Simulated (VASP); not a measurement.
# Si16C in VASP: single point with PBE

Aim: the single point of Si16C with PBE.

All numbers are computed with VASP 6.6.1; they aren't measurements. Logs are shortened: lines on timing, memory, paths and dates and some standing lists are left out, and cuts for length are marked.

## (1) The cell of the first run

The cell holds a slab with vacuum, 17 atoms: a = 7.702 Å, b = 6.365 Å, c = 19.753 Å, α = 90.00°, β = 90.00°, γ = 90.00°.

## (2) Single point, PBE, collinear spin

Input file INCAR:

```
  PREC = Accurate
  ENCUT = 520
  EDIFF = 1E-6
  ISMEAR = 0
  SIGMA = 0.05
  LREAL = Auto
  LASPH = T
  NELM = 150
  ALGO = Normal
  ISIF = 2
  LWAVE = F
  LCHARG = F
  ISPIN = 2
  MAGMOM = 0 0 0 0 0 0 0 0 0 0 0 0 0 0 0 0 2
  LORBIT = 11
  LDIPOL = T
  IDIPOL = 3
  DIPOL = 0.5 0.5 0.323
  GGA = PE
  NBANDS = 52
  KPAR = 4
```

Input file KPOINTS:

```
Automatic mesh
0
Gamma
  4 4 1
```

Input file POSCAR:

```
Si16C
1.0
    7.7021643869      0.0000000000      0.0000000000
    0.0000000000      6.3646811531      0.0000000000
    0.0000000000      0.0000000000     19.7525434939
Si C
16 1
Direct
    0.0000000000      0.9370679262      0.2025055660
    0.5000000000      0.9370679262      0.2025055660
    0.0000000000      0.5629320738      0.2025055660
    0.5000000000      0.5629320738      0.2025055660
    0.2500000000      0.4370679262      0.2587875163
    0.7500000000      0.4370679262      0.2587875163
    0.2500000000      0.0629320738      0.2587875163
    0.7500000000      0.0629320738      0.2587875163
    0.2500000000      0.9333044689      0.3720589473
    0.7500000000      0.9333044689      0.3720589473
    0.2500000000      0.5666955311      0.3720589473
    0.7500000000      0.5666955311      0.3720589473
    0.0000000000      0.4259907553      0.4177964978
    0.5000000000      0.4259907553      0.4177964978
    0.0000000000      0.0740092447      0.4177964978
    0.5000000000      0.0740092447      0.4177964978
    0.0833333333      1.2593240886      0.4807123574
```

Potentials or basis: VASP PAW PBE potentials, release 64 (Si, C).

Command:

```console
$ cat potpaw_PBE.64/Si/POTCAR potpaw_PBE.64/C/POTCAR > POTCAR
$ mpirun -np 4 vasp_std > vasp.out
```

OUTCAR:

```text
PREC = Accurate
   ENCUT = 520
   EDIFF = 1E-6
   ISMEAR = 0
   LREAL = Auto
   LASPH = T
   NELM = 150
   ISIF = 2
   ISPIN = 2
   LORBIT = 11
   GGA = PE

 ion  position               nearest neighbor table
   1  0.000  0.937  0.203-   7 2.36   8 2.36   3 2.38
   2  0.500  0.937  0.203-   7 2.36   8 2.36   4 2.38
   3  0.000  0.563  0.203-   5 2.36   6 2.36   1 2.38
   4  0.500  0.563  0.203-   5 2.36   6 2.36   2 2.38
   5  0.250  0.437  0.259-   3 2.36   4 2.36   7 2.38  11 2.38
   6  0.750  0.437  0.259-   3 2.36   4 2.36   8 2.38  12 2.38
   7  0.250  0.063  0.259-   1 2.36   2 2.36   5 2.38   9 2.38
   8  0.750  0.063  0.259-   1 2.36   2 2.36   6 2.38  10 2.38
   9  0.250  0.933  0.372-  15 2.31  16 2.31  11 2.33   7 2.38
  10  0.750  0.933  0.372-  15 2.31  16 2.31  12 2.33   8 2.38
  11  0.250  0.567  0.372-  13 2.31  14 2.31   9 2.33   5 2.38
  12  0.750  0.567  0.372-  13 2.31  14 2.31  10 2.33   6 2.38
  13  0.000  0.426  0.418-  17 1.76  15 2.24  11 2.31  12 2.31
  14  0.500  0.426  0.418-  16 2.24  12 2.31  11 2.31
  15  0.000  0.074  0.418-  17 1.83  13 2.24   9 2.31  10 2.31
  16  0.500  0.074  0.418-  14 2.24  10 2.31   9 2.31
  17  0.083  0.259  0.481-  13 1.76  15 1.83

  LATTYP: Found a simple orthorhombic cell.
 ALAT       =     6.3646811531
 B/A-ratio  =     1.2101414355
 C/A-ratio  =     3.1034615904

  Lattice vectors:

 A1 = (   0.0000000000,  -6.3646811531,   0.0000000000)
 A2 = (   7.7021643869,   0.0000000000,   0.0000000000)
 A3 = (   0.0000000000,   0.0000000000,  19.7525434939)

Analysis of symmetry for initial positions (statically):
=====================================================================
 Subroutine PRICEL returns:
 Original cell was already a primitive cell.

 Routine SETGRP: Setting up the symmetry group for a
 simple orthorhombic supercell.

 Subroutine GETGRP returns: Found  1 space group operations
 (whereof  1 operations were pure point group operations)
 out of a pool of  8 trial point group operations.

The static configuration has the point symmetry C_1 .

Analysis of symmetry for dynamics (positions and initial velocities):
=====================================================================
 Subroutine PRICEL returns:
 Original cell was already a primitive cell.

 Routine SETGRP: Setting up the symmetry group for a
 simple orthorhombic supercell.

 Subroutine GETGRP returns: Found  1 space group operations
 (whereof  1 operations were pure point group operations)
 out of a pool of  8 trial point group operations.

The dynamic configuration has the point symmetry C_1 .

Analysis of structural, dynamic, and magnetic symmetry:
[... 176 lines left out ...]

  energy without entropy =      -84.75402826  energy(sigma->0) =      -84.75625792

 E-fermi :  -1.3367     XC(G=0):  -3.9526

 val. band max:       -1.3511415188   @ k =   0.0000   0.0000   0.0000
 cond. band min:      -1.2858429868   @ k =   0.2500   0.5000   0.0000
 fundamental gap:      0.0652985320
 Fermi energy:        -1.3367482714

 spin component 1

 k-point     1 :       0.0000    0.0000    0.0000
  band No.  band energies     occupation
      1     -14.2036      1.00000
      2     -12.5086      1.00000
      3     -11.3666      1.00000
      4     -11.1871      1.00000
      5     -10.6187      1.00000
      6      -9.7750      1.00000
[... 479 lines left out ...]
     45       2.1343      0.00000
     46       2.2277      0.00000
 Fermi energy:        -1.3367482714

 spin component 2

 k-point     1 :       0.0000    0.0000    0.0000
  band No.  band energies     occupation
      1     -14.1248      1.00000
      2     -12.4892      1.00000
      3     -11.3575      1.00000
      4     -11.1802      1.00000
      5     -10.6139      1.00000
      6      -9.7664      1.00000
[... 479 lines left out ...]
     45       2.1465      0.00000
     46       2.2348      0.00000
 [bands above 46 left out]

------------------------ aborting loop because EDIFF is reached ----------------------------------------

 vacuum level on the upper side and lower side of the slab       (xc-potential included)         0.176        -0.170

  FORCE on cell =-STRESS in cart. coord.  units (eV):
  Direction    XX          YY          ZZ          XY          YZ          ZX
  --------------------------------------------------------------------------------------
  -------------------------------------------------------------------------------------
  Total        3.0239720      3.2182814     -1.2584883     -0.6014280     -1.4006839     -0.1560612
  in kB        5.0035228      5.3250309     -2.0823192     -0.9951344     -2.3175988     -0.2582219
  external PRESSURE =       2.7487448 kB  Pullay stress =       0.0000000 kB

 VOLUME and BASIS-vectors are now :
 -----------------------------------------------------------------------------
  energy-cutoff  :      520.00
  volume of cell :      968.31
      direct lattice vectors                 reciprocal lattice vectors
     7.702164387  0.000000000  0.000000000     0.129833635  0.000000000  0.000000000
     0.000000000  6.364681153  0.000000000     0.000000000  0.157117061  0.000000000
     0.000000000  0.000000000 19.752543494     0.000000000  0.000000000  0.050626391

 POSITION                                       TOTAL-FORCE (eV/Angst)
 -----------------------------------------------------------------------------------
      0.00000      5.96414      4.00000        -0.021386     -0.828868      0.677707
      3.85108      5.96414      4.00000        -0.015045     -0.805224      0.566368
      0.00000      3.58288      4.00000        -0.024266      0.832834      0.684461
      3.85108      3.58288      4.00000        -0.019512      0.816401      0.586250
      1.92554      2.78180      5.11171         0.085273      0.009360     -0.682564
      5.77662      2.78180      5.11171        -0.025760      0.082428     -0.656372
[... 9 lines left out ...]
      3.85108      0.47105      8.25254        -0.107933      0.098775      0.041464
      0.64185      1.65052      9.49529        -0.301800     -1.006254      0.032502
 -----------------------------------------------------------------------------------
    total drift:                                0.000297      0.003375     -0.026079

  FREE ENERGIE OF THE ION-ELECTRON SYSTEM (eV)
  ---------------------------------------------------
  free  energy   TOTEN  =       -84.7584875757 eV

  energy  without entropy=      -84.7540282648  energy(sigma->0) =      -84.75625792

 vacuum level on the upper side and lower side of the slab         3.838         3.483

 total charge

# of ion       s       p       d       tot
------------------------------------------
    1        0.792   0.836   0.000   1.628
    2        0.790   0.839   0.000   1.629
    3        0.792   0.836   0.000   1.628
    4        0.790   0.838   0.000   1.628
    5        0.762   0.889   0.000   1.651
    6        0.761   0.890   0.000   1.652
[... 9 lines left out ...]
   16        0.786   0.892   0.000   1.678
   17        0.956   1.345   0.000   2.301
--------------------------------------------------
tot         13.338  15.696   0.000  29.035

 magnetization (x)

# of ion       s       p       d       tot
------------------------------------------
    1       -0.000   0.001   0.000   0.001
    2        0.001   0.004   0.000   0.004
    3       -0.001  -0.002   0.000  -0.003
    4       -0.000  -0.002   0.000  -0.002
    5        0.000  -0.001   0.000  -0.000
    6       -0.000   0.000   0.000   0.000
[... 9 lines left out ...]
   16        0.000   0.001   0.000   0.001
   17        0.003   0.066   0.000   0.069
--------------------------------------------------
tot          0.004   0.073   0.000   0.076
```

Run time: 24 min. Hardware: 4 MPI ranks of Oxide Virtual Turin-like, shared host; peak memory 1.6 GiB.

Results:

- Free energy: -84.7585 eV
- Largest force: 2.637 eV/Å
- Net moment: 0.18 μB per cell
- Site moments: Si +0.00, -0.00, +0.01, -0.01 (each value once); C +0.07 μB
- Valence electrons inside the program's atomic spheres: Si 1.63, 1.65, 1.70, 1.69, 1.76, 1.68, 1.72 (each value once); C 2.30

Forces on the atoms (eV/Å):
```
Si  -0.021 -0.829  0.678
Si  -0.015 -0.805  0.566
Si  -0.024  0.833  0.684
Si  -0.020  0.816  0.586
Si   0.085  0.009 -0.683
Si  -0.026  0.082 -0.656
Si   0.092 -0.008 -0.694
Si  -0.028 -0.082 -0.667
Si   0.031 -0.391 -0.271
Si  -0.179  0.123 -0.198
Si   0.063  0.436 -0.343
Si  -0.209 -0.092 -0.246
Si   0.114  2.634  0.053
Si  -0.114 -0.099  0.050
Si   0.661 -1.721  1.067
Si  -0.108  0.099  0.041
C   -0.302 -1.006  0.033
```

Levels at points of the mesh, in eV from the Fermi level:
Spin up:
| k point | band 31 | band 32 | band 33 | band 34 | band 35 | band 36 | band 37 | band 38 |
| --- | --- | --- | --- | --- | --- | --- | --- | --- |
| (0.00, 0.00, 0.00) | -0.76 | -0.64 | -0.12 | -0.05 | -0.01 | 0.58 | 0.79 | 1.24 |
| (0.50, 0.00, 0.00) | -1.15 | -0.67 | -0.19 | -0.07 | 0.45 | 0.77 | 0.95 | 1.38 |
| (0.00, 0.50, 0.00) | -1.01 | -0.80 | -0.59 | -0.21 | -0.12 | 0.45 | 0.77 | 0.79 |
| (0.50, 0.50, 0.00) | -0.73 | -0.61 | -0.37 | -0.27 | 0.10 | 0.24 | 0.57 | 0.83 |
Spin down:
| k point | band 30 | band 31 | band 32 | band 33 | band 34 | band 35 | band 36 | band 37 | band 38 | band 39 |
| --- | --- | --- | --- | --- | --- | --- | --- | --- | --- | --- |
| (0.00, 0.00, 0.00) | -1.04 | -0.75 | -0.62 | -0.12 | -0.01 | 0.11 | 0.59 | 0.79 | 1.26 | 1.69 |
| (0.50, 0.00, 0.00) | -1.18 | -1.14 | -0.66 | -0.10 | -0.06 | 0.54 | 0.77 | 0.94 | 1.38 | 1.72 |
| (0.00, 0.50, 0.00) | -1.06 | -1.01 | -0.80 | -0.58 | -0.13 | -0.10 | 0.51 | 0.78 | 0.79 | 1.62 |
| (0.50, 0.50, 0.00) | -1.69 | -0.68 | -0.56 | -0.37 | -0.27 | 0.14 | 0.24 | 0.58 | 0.92 | 1.80 |
